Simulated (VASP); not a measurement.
# NaCuH2 (P-6m2) in VASP: further runs, part 2 of 3

VASP 6.6.1.

### 3 Single point, PBE

This run uses another cell than the first one, of 14.80 Å³/atom.

File INCAR:

```
ALGO = Normal
EDIFF = 1E-6
ENCUT = 520
GGA = PE
ISIF = 2
ISMEAR = 0
LASPH = True
LCHARG = True
LELF = True
LREAL = False
LVHAR = True
LWAVE = False
NBANDS = 18
NELM = 100
PREC = Accurate
SIGMA = 0.1
```

File KPOINTS:

```
k-points
0
Gamma
  6 6 4
```

File POSCAR:

```
NaCuH2
1.0
    3.2675033000      0.0000000000      0.0000000000
   -1.6337516500      2.8297408700      0.0000000000
    0.0000000000      0.0000000000      6.4043064700
Na Cu H
1 1 2
Direct
    0.0000000000      0.0000000000      0.5000000000
    0.0000000000      0.0000000000      0.0000000000
    0.3333333300      0.6666666700      0.2500000000
    0.3333333300      0.6666666700      0.7500000000
```

Potentials or basis: VASP PAW PBE potentials, release 64 (Na_pv, Cu, H).

On the command line:

```sh
$ cat potpaw_PBE.64/Na_pv/POTCAR potpaw_PBE.64/Cu/POTCAR potpaw_PBE.64/H/POTCAR > POTCAR
$ mpirun -np 1 vasp_std > vasp.out
```

OUTCAR:

```text
EDIFF = 1E-6
   ENCUT = 520
   GGA = PE
   ISIF = 2
   ISMEAR = 0
   LASPH = True
   LREAL = False
   NELM = 100
   PREC = Accurate

 ion  position               nearest neighbor table
   1  0.000  0.000  0.500-
   2  0.000  0.000  0.000-
   3  0.333  0.667  0.250-
   4  0.333  0.667  0.750-

  LATTYP: Found a hexagonal cell.
 ALAT       =     3.2675033000
 C/A-ratio  =     1.9600000006

  Lattice vectors:

 A1 = (   3.2675033000,   0.0000000000,   0.0000000000)
 A2 = (  -1.6337516500,   2.8297408700,   0.0000000000)
 A3 = (   0.0000000000,   0.0000000000,   6.4043064700)

Analysis of symmetry for initial positions (statically):
=====================================================================
 Subroutine PRICEL returns:
 Original cell was already a primitive cell.

 Routine SETGRP: Setting up the symmetry group for a
 hexagonal supercell.

 Subroutine GETGRP returns: Found 12 space group operations
 (whereof 12 operations were pure point group operations)
 out of a pool of 24 trial point group operations.

The static configuration has the point symmetry D_3h.

Analysis of symmetry for dynamics (positions and initial velocities):
=====================================================================
 Subroutine PRICEL returns:
 Original cell was already a primitive cell.

 Routine SETGRP: Setting up the symmetry group for a
 hexagonal supercell.

 Subroutine GETGRP returns: Found 12 space group operations
 (whereof 12 operations were pure point group operations)
 out of a pool of 24 trial point group operations.

The dynamic configuration has the point symmetry D_3h.
[... 111 lines left out ...]
   NUPDOWN=      -1.0000    fix difference up-down
   EMIN   =  10.00;   EMAX   =-10.00  energy-range for DOS
   EFERMI =   0.00;   METHOD = LEGACY
   ISMEAR =     0;   SIGMA  =   0.10  broadening in eV -4-tet -1-fermi 0-gaus
   EFERMI_NEDOS =   21; number of points for ismear=-14 and -15
   IALGO  =     38    algorithm
   IMIX   =      4    mixing-type and parameters
     AMIX     =   0.40;   BMIX     =  1.00
     AMIX_MAG =   1.60;   BMIX_MAG =  1.00
  volume/ion in A,a.u.               =      14.80        99.90
  Fermi-wavevector in a.u.,A,eV,Ry     =   1.140092  2.154461 17.684985  1.299810
  Thomas-Fermi vector in A             =   2.276795
   LORBIT       =      0    0 simple, 1 ext, 2 COOP (PROOUT), +10 PAW based schemes
   GGA     = PE    functional components
   LHFCALC =     F    Hartree Fock is set to
   AEXX    =    0.0000 exact exchange contribution
   IVDW    =     0    specifies the selected vdW correction
   LEPSILON=     F    determine dielectric tensor
   LRPA    =     F    only Hartree local field effects (RPA)
 non-spin polarized calculation
 Gauss-broadening in eV      SIGMA  =   0.10
  energy-cutoff  :      520.00
  volume of cell :       59.22
 maximum number of plane-waves:      1610
   NGX = 13   NGY = 13   NGZ = 23

 number of electron      19.9999993 magnetization

 Free energy of the ion-electron system (eV)
  ---------------------------------------------------
  ext. energy  EPLUGINS =         0.00000000
  ---------------------------------------------------
  free energy    TOTEN  =        -9.68350038 eV

  energy without entropy =       -9.68255446  energy(sigma->0) =       -9.68302742

 E-fermi :   0.8753     XC(G=0):  -8.2950

 val. band max:        0.7036577039   @ k =   0.0000   0.0000   0.0000
 cond. band min:       0.8791039542   @ k =   0.3333   0.3333   0.0000
 fundamental gap:      0.1754462503
 Fermi energy:         0.8753291379

 k-point     1 :       0.0000    0.0000    0.0000
  band No.  band energies     occupation
      1     -23.3176      2.00000
      2     -23.3176      2.00000
      3     -23.2899      2.00000
      4      -5.2425      2.00000
      5      -2.6635      2.00000
      6      -1.3915      2.00000
[... 418 lines left out ...]
      5      -1.7946      2.00000
      6      -0.9383      2.00000
[... 10 lines left out ...]
     17      10.8285      0.00000
     18      11.9715      0.00000

------------------------ aborting loop because EDIFF is reached ----------------------------------------

  FORCE on cell =-STRESS in cart. coord.  units (eV):
  Direction    XX          YY          ZZ          XY          YZ          ZX
  --------------------------------------------------------------------------------------
  -------------------------------------------------------------------------------------
  Total       -2.7135649     -2.7135649     -4.2897547      0.0000000      0.0000000      0.0000000
  in kB      -73.4202718    -73.4202721   -116.0668584      0.0000000      0.0000000      0.0000000
  external PRESSURE =     -87.6358008 kB  Pullay stress =       0.0000000 kB

 VOLUME and BASIS-vectors are now :
 -----------------------------------------------------------------------------
  energy-cutoff  :      520.00
  volume of cell :       59.22
      direct lattice vectors                 reciprocal lattice vectors
     3.267503300  0.000000000  0.000000000     0.306044067  0.176694624  0.000000000
    -1.633751650  2.829740870  0.000000000     0.000000000  0.353389249  0.000000000
     0.000000000  0.000000000  6.404306470     0.000000000  0.000000000  0.156144932

 POSITION                                       TOTAL-FORCE (eV/Angst)
 -----------------------------------------------------------------------------------
      0.00000      0.00000      3.20215        -0.000000     -0.000000      0.000000
      0.00000      0.00000      0.00000        -0.000000     -0.000000      0.000000
     -0.00000      1.88649      1.60108         0.000000     -0.000000     -0.520743
     -0.00000      1.88649      4.80323         0.000000      0.000000      0.520743
 -----------------------------------------------------------------------------------
    total drift:                                0.000002     -0.000001      0.000000

  FREE ENERGIE OF THE ION-ELECTRON SYSTEM (eV)
  ---------------------------------------------------
  free  energy   TOTEN  =        -9.6835003782 eV

  energy  without entropy=       -9.6825544627  energy(sigma->0) =       -9.68302742
```

OSZICAR:

```text
N       E                     dE             d eps       ncg     rms          rms(c)
DAV:   1     0.126431175182E+03    0.12643E+03   -0.95251E+03   756   0.128E+03
DAV:   2    -0.392262515456E+01   -0.13035E+03   -0.12342E+03   756   0.275E+02
DAV:   3    -0.108965408544E+02   -0.69739E+01   -0.68647E+01   952   0.781E+01
DAV:   4    -0.110349946338E+02   -0.13845E+00   -0.13825E+00   880   0.105E+01
DAV:   5    -0.110387837403E+02   -0.37891E-02   -0.37890E-02   988   0.189E+00    0.783E+00
DAV:   6    -0.110898152629E+02   -0.51032E-01   -0.14395E+01   906   0.677E+01    0.768E+00
DAV:   7    -0.975641094462E+01    0.13334E+01   -0.40082E+00   930   0.416E+01    0.211E+00
DAV:   8    -0.971538436417E+01    0.41027E-01   -0.90296E-01   926   0.163E+01    0.142E+00
DAV:   9    -0.969353290885E+01    0.21851E-01   -0.32751E-01   870   0.117E+01    0.786E-01
DAV:  10    -0.968312768196E+01    0.10405E-01   -0.46815E-02   976   0.448E+00    0.854E-02
DAV:  11    -0.968340658156E+01   -0.27890E-03   -0.25988E-03  1114   0.409E-01    0.320E-02
DAV:  12    -0.968350511913E+01   -0.98538E-04   -0.16287E-04   898   0.118E-01    0.209E-02
DAV:  13    -0.968349983498E+01    0.52842E-05   -0.56742E-05   964   0.157E-01    0.940E-03
DAV:  14    -0.968350037818E+01   -0.54321E-06   -0.94720E-06   932   0.565E-02
   1 F= -.96835004E+01 E0= -.96830274E+01  d E =-.945916E-03
```

Wall time 39 s (1 thread of AMD EPYC 7R13, shared host); peak memory 0.15 GiB.

Results:

```yaml
Free_energy: -9.6835 eV
Pressure: -8.8 GPa
Largest_force: 0.521 eV/Å
Band_gap_on_the_k_mesh: zero (bands 10 and 11 overlap by 0.18 eV)
```

Forces on the atoms (eV/Å):
```
Na   0.000  0.000  0.000
Cu   0.000  0.000  0.000
H    0.000  0.000 -0.521
H    0.000  0.000  0.521
```

Caveat: the k points lie up to 0.37 Å⁻¹ apart.

### 4 Relaxation of cell and atoms, PBE

This run uses another cell than the first one, of 14.80 Å³/atom.

File INCAR:

```
SYSTEM = NaCuH2
ALGO = Normal
EDIFF = 1E-7
EDIFFG = -0.04
ENCUT = 600
GGA = PE
IBRION = 2
ISIF = 3
ISMEAR = 0
LASPH = .TRUE.
LCHARG = .FALSE.
LREAL = .FALSE.
LWAVE = .FALSE.
NELM = 80
NSW = 90
PREC = Accurate
SIGMA = 0.1
```

File KPOINTS:

```
k-points
0
G
  6 6 4
  0 0 0
```

POSCAR is that of step 3.

On the command line:

```sh
$ cat potpaw_PBE.64/Na_pv/POTCAR potpaw_PBE.64/Cu/POTCAR potpaw_PBE.64/H/POTCAR > POTCAR
$ mpirun -np 1 vasp_std > vasp.out
```

It took 5.9 min on 1 thread of AMD EPYC 7R13, shared host; peak memory 0.19 GiB.

It converged, with:

```yaml
Free_energy: -10.6138 eV
Relaxed_volume: 10.01 Å³/atom
Relaxed_cell: a = 2.867 Å, b = 2.867 Å, c = 5.623 Å, α = 90.00°, β = 90.00°, γ = 120.00°
Space_group_after_relaxing_to_0.1_Å: P-6m2 (No. 187)
Energy_gained_by_relaxing: 232.5 meV/atom
Ionic_steps: 13
Pressure_after_relaxing: -0.1 GPa
Largest_force_after_relaxing: 0.029 eV/Å
Band_gap_on_the_k_mesh: zero (bands 10 and 11 overlap by 0.64 eV)
```

Forces on the atoms (eV/Å):
```
Na   0.000  0.000  0.000
Cu   0.000  0.000  0.000
H    0.000  0.000 -0.029
H    0.000  0.000  0.029
```

Stress tensor (GPa, compression positive):
```
-0.02  0.00  0.00
 0.00 -0.02  0.00
 0.00  0.00 -0.18
```

Step by step:
| step | energy change (eV) | largest force (eV/Å) | pressure (GPa) | volume (Å³) |
| --- | --- | --- | --- | --- |
| 1 | 0.0000 | 0.5206 | -8.72 | 59.22 |
| 2 | -0.3885 | 0.5782 | -7.80 | 52.57 |
| 3 | -0.7646 | 0.6062 | -3.40 | 43.63 |
| 4 | 0.3964 | 0.1794 | 38.53 | 28.81 |
| 5 | -0.7803 | 0.6509 | -1.32 | 41.62 |
| 6 | -0.7851 | 0.6432 | 0.26 | 40.30 |
| 7 | -0.8677 | 0.4436 | 1.23 | 39.25 |
| 8 | -0.9043 | 0.2047 | 2.75 | 38.09 |
| 9 | -0.9045 | 0.1741 | 3.00 | 37.94 |
| 10 | -0.9272 | 0.0936 | 0.49 | 39.55 |
| 11 | -0.9285 | 0.0705 | -0.26 | 40.10 |
| 12 | -0.9285 | 0.0723 | -0.21 | 40.06 |
| 13 | -0.9300 | 0.0289 | -0.08 | 40.03 |

Final structure:
```
Na Cu H
1.0
     2.86701    0.00000    0.00000
    -1.43350    2.48290    0.00000
     0.00000    0.00000    5.62321
Na Cu H
1 1 2
Direct
  0.00000 0.00000 0.50000
  0.00000 0.00000 0.00000
  0.33333 0.66667 0.21217
  0.33333 0.66667 0.78783
```

Levels at points of the mesh, in eV from the Fermi level:
```
           k point  band 7  band 8  band 9  band 10  band 11  band 12  band 13  band 14
(0.00, 0.00, 0.00)   -3.07   -3.07   -2.57    -2.57    -0.44     8.41    11.05    13.26
(0.50, 0.00, 0.00)   -2.86   -2.73   -2.28    -0.47     0.25     3.75     4.01     5.98
(0.00, 0.00, 0.50)   -3.07   -3.07   -2.56    -2.56     2.38     3.92    11.26    12.47
(0.50, 0.00, 0.50)   -2.77   -2.73   -2.28    -1.12     0.69     2.08     6.88     7.56
```

Caveat: the k points lie up to 0.42 Å⁻¹ apart in the final cell, too coarse for converged energies and pressures of a metal; the volume moved by over 15 % at a fixed basis, so the end points are rough.

(Continued in part 3 of 3.)

The gap in the log of VASP goes by the Fermi energy; the results here count the filled bands.